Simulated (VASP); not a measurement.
A run of VASP 6.6.1 is set up as follows.

File INCAR:

```
  PREC = Accurate
  ENCUT = 520
  EDIFF = 1E-6
  ISMEAR = 0
  SIGMA = 0.1
  LREAL = Auto
  LASPH = T
  NELM = 100
  ALGO = Normal
  ISIF = 2
  LWAVE = F
  LCHARG = F
  GGA = PE
  NBANDS = 98
```

KPOINTS

```
regular mesh
0
Gamma
  4 4 1
```

POSCAR

```
Al
1.0
    8.5701341880      0.0000000000      0.0000000000
    0.0000000000      8.5701341880      0.0000000000
    0.0000000000      0.0000000000     20.0800000000
Al
46
Direct
    0.0000000000      0.0000000000      0.2988047800
    0.3333333300      0.0000000000      0.2988047800
    0.6666666700      0.0000000000      0.2988047800
    0.0000000000      0.3333333300      0.2988047800
    0.3333333300      0.3333333300      0.2988047800
    0.6666666700      0.3333333300      0.2988047800
    0.0000000000      0.6666666700      0.2988047800
    0.3333333300      0.6666666700      0.2988047800
    0.6666666700      0.6666666700      0.2988047800
    0.1666666700      0.1666666700      0.3994023900
    0.5000000000      0.1666666700      0.3994023900
    0.8333333300      0.1666666700      0.3994023900
    0.1666666700      0.5000000000      0.3994023900
    0.5000000000      0.5000000000      0.3994023900
    0.8333333300      0.5000000000      0.3994023900
    0.1666666700      0.8333333300      0.3994023900
    0.5000000000      0.8333333300      0.3994023900
    0.8333333300      0.8333333300      0.3994023900
    0.0000000000      0.0000000000      0.5000000000
    0.3333333300      0.0000000000      0.5000000000
    0.6666666700      0.0000000000      0.5000000000
    0.0000000000      0.3333333300      0.5000000000
    0.3333333300      0.3333333300      0.5000000000
    0.6666666700      0.3333333300      0.5000000000
    0.0000000000      0.6666666700      0.5000000000
    0.3333333300      0.6666666700      0.5000000000
    0.6666666700      0.6666666700      0.5000000000
    0.1666666700      0.1666666700      0.6005976100
    0.5000000000      0.1666666700      0.6005976100
    0.8333333300      0.1666666700      0.6005976100
    0.1666666700      0.5000000000      0.6005976100
    0.5000000000      0.5000000000      0.6005976100
    0.8333333300      0.5000000000      0.6005976100
    0.1666666700      0.8333333300      0.6005976100
    0.5000000000      0.8333333300      0.6005976100
    0.8333333300      0.8333333300      0.6005976100
    0.0000000000      0.0000000000      0.7011952200
    0.3333333300      0.0000000000      0.7011952200
    0.6666666700      0.0000000000      0.7011952200
    0.0000000000      0.3333333300      0.7011952200
    0.3333333300      0.3333333300      0.7011952200
    0.6666666700      0.3333333300      0.7011952200
    0.0000000000      0.6666666700      0.7011952200
    0.3333333300      0.6666666700      0.7011952200
    0.6666666700      0.6666666700      0.7011952200
    0.1690003500      0.1678335100      0.7917330700
```

Potentials or basis: VASP PAW PBE potentials, release 64 (Al).

The run is started by

```sh
$ cat potpaw_PBE.64/Al/POTCAR > POTCAR
$ mpirun -np 1 vasp_std > vasp.out
```

(1) Predict the band gap on the k mesh.

(2) Estimate the largest force.

Results:

(1) zero (band 69 reaches 2.14 eV, above the bottom of band 70 at 1.84 eV).

(2) 0.323 eV/Å.
